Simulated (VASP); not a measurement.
# AlN (Pm) in VASP: further runs, part 2 of 2

VASP 6.6.1. Earlier steps stand in the parts before.

### 3 Single point, LDA (atom 1 (Al) moved by +0.000 Å along [1 0 0] and +0.124 Å along [1 2 0])

INCAR reads:

```
ALGO = Normal ; EDIFF = 1E-7
ENCUT = 520 ; ISIF = 2
ISMEAR = 0 ; LASPH = T
LCHARG = F ; LREAL = F
LWAVE = F ; NBANDS = 26
NELM = 100 ; PREC = Accurate
SIGMA = 0.05
```

KPOINTS reads:

```
k-points
0
Gamma
  8 6 4
```

POSCAR reads:

```
AlN
1.0
   -1.6378403119      2.8368226349      0.0000000000
    0.0000000000      0.0000000000      4.1006264518
    4.9135209358      2.8368226349      0.0000000000
Al N
4 4
Direct
    0.5327831564      0.7500000000      0.1775943855
    1.0000000000      0.7500000000      0.6666666667
    0.0000000000      0.2500000000      0.3333333333
    0.5000000000      0.2500000000      0.8333333333
    0.5000000000      0.2500000000      0.1666666667
    1.0000000000      0.2500000000      0.6666666667
    0.0000000000      0.7500000000      0.3333333333
    0.5000000000      0.7500000000      0.8333333333
```

Potentials or basis: VASP PAW LDA potentials, release 64 (Al, N).

The run is started by

```console
cat potpaw_LDA.64/Al/POTCAR potpaw_LDA.64/N/POTCAR > POTCAR
mpirun -np 1 vasp_std > vasp.out
```

OUTCAR:

```text
EDIFF = 1E-7
   ENCUT = 520
   ISIF = 2
   ISMEAR = 0
   LASPH = T
   LREAL = F
   NELM = 100
   PREC = Accurate

 ion  position               nearest neighbor table
   1  0.533  0.750  0.178-   7 1.77   7 1.96   8 1.96   5 2.05   5 2.05   3 2.71   3 2.71   3 2.83
                             3 2.83   4 2.83   4 2.83   2 3.17   2 3.28   2 3.28
   2  0.000  0.750  0.667-   8 1.89   8 1.89   7 1.89   6 2.05   6 2.05   4 2.79   4 2.79   4 2.79
                             4 2.79   3 2.79   3 2.79   1 3.17   1 3.28   1 3.28
   3  0.000  0.250  0.333-   5 1.89   5 1.89   6 1.89   7 2.05   7 2.05   1 2.71   1 2.71   2 2.79
                             2 2.79   1 2.83   1 2.83   4 3.28   4 3.28   4 3.28   4 3.28
   4  0.500  0.250  0.833-   6 1.89   6 1.89   5 1.89   8 2.05   8 2.05   2 2.79   2 2.79   2 2.79
                             2 2.79   1 2.83   1 2.83   3 3.28   3 3.28   3 3.28   3 3.28
   5  0.500  0.250  0.167-   3 1.89   3 1.89   4 1.89   1 2.05   1 2.05
   6  0.000  0.250  0.667-   4 1.89   4 1.89   3 1.89   2 2.05   2 2.05
   7  0.000  0.750  0.333-   1 1.77   2 1.89   1 1.96   3 2.05   3 2.05
   8  0.500  0.750  0.833-   2 1.89   2 1.89   1 1.96   4 2.05   4 2.05

  LATTYP: Found a simple orthorhombic cell.
 ALAT       =     3.2756806238
 B/A-ratio  =     1.2518395176
 C/A-ratio  =     1.7320508076

  Lattice vectors:

 A1 = (  -1.6378403119,   2.8368226349,   0.0000000000)
 A2 = (   0.0000000000,   0.0000000000,   4.1006264518)
 A3 = (   4.9135209358,   2.8368226349,   0.0000000000)

Analysis of symmetry for initial positions (statically):
=====================================================================
 Subroutine PRICEL returns:
 Original cell was already a primitive cell.

 Routine SETGRP: Setting up the symmetry group for a
 simple orthorhombic supercell.

 Subroutine GETGRP returns: Found  2 space group operations
 (whereof  1 operations were pure point group operations)
 out of a pool of  8 trial point group operations.

The static configuration has the point symmetry C_1 .
 The point group associated with its full space group is C_1h.

[... 147 lines left out ...]
  Fermi-wavevector in a.u.,A,eV,Ry     =   1.225896  2.316607 20.447110  1.502820
  Thomas-Fermi vector in A             =   2.360917
   LORBIT       =      0    0 simple, 1 ext, 2 COOP (PROOUT), +10 PAW based schemes
   GGA     = CA    functional components
   LHFCALC =     F    Hartree Fock is set to
   AEXX    =    0.0000 exact exchange contribution
   IVDW    =     0    specifies the selected vdW correction
   LEPSILON=     F    determine dielectric tensor
   LRPA    =     F    only Hartree local field effects (RPA)
 non-spin polarized calculation
 Gauss-broadening in eV      SIGMA  =   0.05
  energy-cutoff  :      520.00
  volume of cell :       76.21
 maximum number of plane-waves:      2088
   NGX = 13   NGY = 15   NGZ = 21

 number of electron      32.0000003 magnetization

 Free energy of the ion-electron system (eV)
  ---------------------------------------------------
  ext. energy  EPLUGINS =         0.00000000
  ---------------------------------------------------
  free energy    TOTEN  =       -64.79458551 eV

  energy without entropy =      -64.79458551  energy(sigma->0) =      -64.79458551

 E-fermi :   8.4015     XC(G=0): -11.6769

 val. band max:        8.1335744354   @ k =   0.0000   0.0000   0.0000
 cond. band min:      11.7164783229   @ k =   0.0000   0.0000   0.0000
 fundamental gap:      3.5829038874
 Fermi energy:         8.4014741698

 k-point     1 :       0.0000    0.0000    0.0000
  band No.  band energies     occupation
      1      -8.8119      2.00000
      2      -6.8225      2.00000
      3      -5.5584      2.00000
      4      -4.7807      2.00000
      5       1.0168      2.00000
      6       1.5264      2.00000
[... 685 lines left out ...]
     25      18.1829      0.00000
     26      18.3625      0.00000

 [... further k-points ...]
[... 5 lines left out ...]
  --------------------------------------------------------------------------------------
  -------------------------------------------------------------------------------------
  Total       -0.8713101      2.6966223      0.2502724      0.0025716      0.0000000      0.0000000
  in kB      -18.3176343     56.6913447      5.2614998      0.0540621      0.0000000      0.0000000
  external PRESSURE =      14.5450701 kB  Pullay stress =       0.0000000 kB

 VOLUME and BASIS-vectors are now :
 -----------------------------------------------------------------------------
  energy-cutoff  :      520.00
  volume of cell :       76.21
      direct lattice vectors                 reciprocal lattice vectors
    -1.637840312  2.836822635  0.000000000    -0.152640033  0.264380293  0.000000000
     0.000000000  0.000000000  4.100626452     0.000000000  0.000000000  0.243865178
     4.913520936  2.836822635  0.000000000     0.152640033  0.088126764  0.000000000

 POSITION                                       TOTAL-FORCE (eV/Angst)
 -----------------------------------------------------------------------------------
      0.00000      2.01522      3.07547        -0.254581     -2.948981      0.000000
      3.27568      1.89122      3.07547         0.253080      0.201591      0.000000
      1.63784      0.94561      1.02516        -0.100456      0.261311      0.000000
      3.27568      3.78243      1.02516         0.100733     -0.018132      0.000000
      0.00000      1.89122      1.02516         0.132971      0.355272      0.000000
      3.27568      1.89122      1.02516        -0.135761     -0.061648      0.000000
      1.63784      0.94561      3.07547        -0.253917      1.874630      0.000000
      3.27568      3.78243      3.07547         0.257931      0.335955      0.000000
 -----------------------------------------------------------------------------------
    total drift:                                0.000006     -0.000132     -0.000000

  FREE ENERGIE OF THE ION-ELECTRON SYSTEM (eV)
  ---------------------------------------------------
  free  energy   TOTEN  =       -64.7945855138 eV

  energy  without entropy=      -64.7945855138  energy(sigma->0) =      -64.79458551
```

stdout:

```text
POSCAR found type information on POSCAR AlN
 POSCAR found :  2 types and       8 ions
 scaLAPACK will be used
 LDA part: xc-table for (Slater(with rela. corr.)+CA(PZ))
 , standard interpolation
 POSCAR, INCAR and KPOINTS ok, starting setup
 FFT: planning ... GRIDC
 FFT: planning ... GRID_SOFT
 FFT: planning ... GRID
 WAVECAR not read
 entering main loop
```

It took 96 s on 1 thread of Intel Xeon Platinum 8375C at 2.90GHz (Ice Lake), shared host; peak memory 0.22 GiB.

Results:

* Free energy: -64.7946 eV
* Pressure: 1.5 GPa
* Largest force: 2.960 eV/Å
* Band gap on the k mesh: 3.58 eV

Forces on the atoms (eV/Å):
```
Al  -0.255 -2.949  0.000
Al   0.253  0.202  0.000
Al  -0.100  0.261  0.000
Al   0.101 -0.018  0.000
N    0.133  0.355  0.000
N   -0.136 -0.062  0.000
N   -0.254  1.875  0.000
N    0.258  0.336  0.000
```

Caveat: the cell differs from its parent crystal (atom 1 (Al) moved by +0.000 Å along [1 0 0] and +0.124 Å along [1 2 0]); forces of over 1 eV/Å act on the atoms, so gaps and moduli don't describe the material at rest.

### 4 Single point, LDA (atom 1 (Al) moved by +0.000 Å along [1 0 0] and -0.124 Å along [1 2 0])

INCAR reads:

```
SYSTEM = AlN
PREC = Accurate
ENCUT = 520
EDIFF = 1E-6
ISMEAR = 0
SIGMA = 0.05
LREAL = .FALSE.
LASPH = .TRUE.
NELM = 100
ALGO = Normal
ISIF = 2
LWAVE = .FALSE.
LCHARG = .FALSE.
GGA = CA
NBANDS = 26
```

KPOINTS reads:

```
Automatic mesh
0
G
  8 6 4
  0 0 0
```

POSCAR, as its differences from that of step 3:

```diff
@@ -8,3 +8,3 @@
 Direct
-    0.5327831564      0.7500000000      0.1775943855
+    0.4672168436      0.7500000000      0.1557389479
     1.0000000000      0.7500000000      0.6666666667
```

Potentials or basis: VASP PAW LDA potentials, release 64 (Al, N).

The run is started by

```console
cat potpaw_LDA.64/Al/POTCAR potpaw_LDA.64/N/POTCAR > POTCAR
mpirun -np 1 vasp_std > vasp.out
```

OUTCAR:

```text
SYSTEM = AlN
   PREC = Accurate
   ENCUT = 520
   EDIFF = 1E-6
   ISMEAR = 0
   LREAL = .FALSE.
   LASPH = .TRUE.
   NELM = 100
   ISIF = 2
   GGA = CA

 ion  position               nearest neighbor table
   1  0.467  0.750  0.156-   7 1.83   8 1.83   7 2.02   5 2.05   5 2.05   3 2.75   3 2.75   4 2.75
                             4 2.75   3 2.87   3 2.87   2 3.17   2 3.28   2 3.28
   2  0.000  0.750  0.667-   8 1.89   8 1.89   7 1.89   6 2.05   6 2.05   4 2.79   4 2.79   4 2.79
                             4 2.79   3 2.79   3 2.79   1 3.17   1 3.28   1 3.28
   3  0.000  0.250  0.333-   5 1.89   5 1.89   6 1.89   7 2.05   7 2.05   1 2.75   1 2.75   2 2.79
                             2 2.79   1 2.87   1 2.87   4 3.28   4 3.28   4 3.28   4 3.28
   4  0.500  0.250  0.833-   6 1.89   6 1.89   5 1.89   8 2.05   8 2.05   1 2.75   1 2.75   2 2.79
                             2 2.79   2 2.79   2 2.79   3 3.28   3 3.28   3 3.28   3 3.28
   5  0.500  0.250  0.167-   3 1.89   3 1.89   4 1.89   1 2.05   1 2.05
   6  0.000  0.250  0.667-   4 1.89   4 1.89   3 1.89   2 2.05   2 2.05
   7  0.000  0.750  0.333-   1 1.83   2 1.89   1 2.02   3 2.05   3 2.05
   8  0.500  0.750  0.833-   1 1.83   2 1.89   2 1.89   4 2.05   4 2.05

  LATTYP: Found a simple orthorhombic cell.
 ALAT       =     3.2756806238
[... 200 lines left out ...]
 cond. band min:      11.7023207630   @ k =   0.0000   0.0000   0.0000
 fundamental gap:      3.5656555930
 Fermi energy:         8.4040782623

 k-point     1 :       0.0000    0.0000    0.0000
  band No.  band energies     occupation
      1      -8.8108      2.00000
      2      -6.7888      2.00000
      3      -5.5922      2.00000
      4      -4.7820      2.00000
      5       1.0181      2.00000
      6       1.5359      2.00000
[... 685 lines left out ...]
     25      18.2155      0.00000
     26      18.3142      0.00000

 [... further k-points ...]
[... 5 lines left out ...]
  --------------------------------------------------------------------------------------
  -------------------------------------------------------------------------------------
  Total        2.1275539     -0.5750212      0.2365077      0.0070718      0.0000000      0.0000000
  in kB       44.7277661    -12.0887246      4.9721229      0.1486715      0.0000000      0.0000000
  external PRESSURE =      12.5370548 kB  Pullay stress =       0.0000000 kB

 VOLUME and BASIS-vectors are now :
 -----------------------------------------------------------------------------
  energy-cutoff  :      520.00
  volume of cell :       76.21
      direct lattice vectors                 reciprocal lattice vectors
    -1.637840312  2.836822635  0.000000000    -0.152640033  0.264380293  0.000000000
     0.000000000  0.000000000  4.100626452     0.000000000  0.000000000  0.243865178
     4.913520936  2.836822635  0.000000000     0.152640033  0.088126764  0.000000000

 POSITION                                       TOTAL-FORCE (eV/Angst)
 -----------------------------------------------------------------------------------
      0.00000      1.76722      3.07547         0.280744      2.075527      0.000000
      3.27568      1.89122      3.07547        -0.284453     -0.218887      0.000000
      1.63784      0.94561      1.02516         0.100975     -0.215339      0.000000
      3.27568      3.78243      1.02516        -0.100487      0.039526      0.000000
      0.00000      1.89122      1.02516        -0.132626     -0.365315      0.000000
      3.27568      1.89122      1.02516         0.130612      0.057388      0.000000
      1.63784      0.94561      3.07547         0.445128     -0.977749      0.000000
      3.27568      3.78243      3.07547        -0.439893     -0.395151      0.000000
 -----------------------------------------------------------------------------------
    total drift:                                0.000151      0.000103     -0.000000

  FREE ENERGIE OF THE ION-ELECTRON SYSTEM (eV)
  ---------------------------------------------------
  free  energy   TOTEN  =       -64.8301964236 eV

  energy  without entropy=      -64.8301964236  energy(sigma->0) =      -64.83019642
```

stdout:

```text
POSCAR found type information on POSCAR AlN
 POSCAR found :  2 types and       8 ions
 scaLAPACK will be used
 LDA part: xc-table for (Slater(with rela. corr.)+CA(PZ))
 , standard interpolation
 POSCAR, INCAR and KPOINTS ok, starting setup
 FFT: planning ... GRIDC
 FFT: planning ... GRID_SOFT
 FFT: planning ... GRID
 WAVECAR not read
 entering main loop
```

Wall time 78 s (1 thread of Intel Xeon 6975P-C, shared host); peak memory 0.22 GiB.

What came out:

```yaml
Free_energy: -64.8302 eV
Pressure: 1.3 GPa
Largest_force: 2.094 eV/Å
Band_gap_on_the_k_mesh: 3.57 eV
```

Forces in eV/Å, atoms in the order of the input:
```
Al   0.281  2.076  0.000
Al  -0.284 -0.219  0.000
Al   0.101 -0.215  0.000
Al  -0.100  0.040  0.000
N   -0.133 -0.365  0.000
N    0.131  0.057  0.000
N    0.445 -0.978  0.000
N   -0.440 -0.395  0.000
```

Stress tensor (GPa, compression positive):
```
 4.47  0.01  0.00
 0.01 -1.21  0.00
 0.00  0.00  0.50
```

Caveat: the cell differs from its parent crystal (atom 1 (Al) moved by +0.000 Å along [1 0 0] and -0.124 Å along [1 2 0]); forces of over 1 eV/Å act on the atoms, so gaps and moduli don't describe the material at rest. A k mesh can miss the band edges.
